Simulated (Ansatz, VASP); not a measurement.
**MgF2 in VASP and in Ansatz**

INCAR

```
SYSTEM = MgF2
ALGO     = Normal         ! electronic algorithm
EDIFF    = 1E-6           ! SCF threshold, eV
ENCUT    = 600            ! plane-wave cutoff, eV
GGA      = PE             ! functional
GGA_COMPAT= .FALSE.      
ISIF     = 2              ! what is computed and relaxed
ISMEAR   = 0              ! smearing method
LASPH    = .TRUE.         ! aspherical terms in the spheres
LCHARG   = .FALSE.        ! write CHGCAR
LREAL    = .FALSE.        ! projectors in reciprocal space
LWAVE    = .FALSE.        ! write WAVECAR
NBANDS   = 25             ! bands
NELM     = 120            ! most SCF steps
PREC     = Accurate       ! precision mode
SIGMA    = 0.01           ! smearing width, eV
```

File KPOINTS:

```
k-points
0
G
  4 4 8
  0 0 0
```

POSCAR

```
MgF2
1.0
    4.6017036700      0.0000000000      0.0000000000
    0.0000000000      4.6017036700      0.0000000000
    0.0000000000      0.0000000000      3.0299245632
Mg F
2 4
Direct
    0.0000000000      0.0000000000      0.0000000000
    0.5000000000      0.5000000000      0.5000000000
    0.3035644552      0.3035644552      0.0000000000
    0.1964355448      0.8035644552      0.5000000000
    0.6964355448      0.6964355448      0.0000000000
    0.8035644552      0.1964355448      0.5000000000
```

Input for Ansatz:

```yaml
crystal:
  lattice:
    - [4.60170367, 0.0, 0.0]
    - [0.0, 4.60170367, 0.0]
    - [0.0, 0.0, 3.0299245632]
  atoms:
    - { symbol: Mg, position: [0.0, 0.0, 0.0] }
    - { symbol: Mg, position: [0.5, 0.5, 0.5] }
    - { symbol: F, position: [0.3035644552, 0.3035644552, 0.0] }
    - { symbol: F, position: [0.1964355448, 0.8035644552, 0.5] }
    - { symbol: F, position: [0.6964355448, 0.6964355448, 0.0] }
    - { symbol: F, position: [0.8035644552, 0.1964355448, 0.5] }
kpoints:
  mp_grid: { grid: [4, 4, 8] }
hamiltonian:
  xc: pbe
scf:
  occupations: { method: fixed }
  n_extra_bands: 5
output:
  forces: true
  stress: true
  eigenvalues: true
```

Alike in both runs: task single point; functional PBE; k mesh 4 × 4 × 8; no spin polarisation.

|  | VASP | Ansatz |
| --- | --- | --- |
| version | VASP 6.6.1 | Ansatz 0.2.0 |
| potentials or method | VASP PAW PBE potentials, release 64 (Mg, F) | plane waves, PAW |
| plane-wave cutoff (eV) | 600 | 420 |
| occupations | gaussian, width 0.01 eV | fixed |
| valence electrons in the cell | 32 | 48 |

```csv
,VASP,Ansatz,Ansatz less VASP
gap on the k mesh at the Fermi level (eV),7.23,7.26,+0.038
pressure (GPa),5.6,6.7,+1.09
"traceless stress, the component that is largest in VASP (GPa)",0.63,0.68,+0.056
rms of the force components (eV/Å),0.048,0.048,+0.0005
```

Atom by atom the forces differ by 0.000 eV/Å (rms over components). VASP's potentials hold 32 valence electrons a cell and Ansatz's 48, so a difference there can come from the potentials and not from the codes.
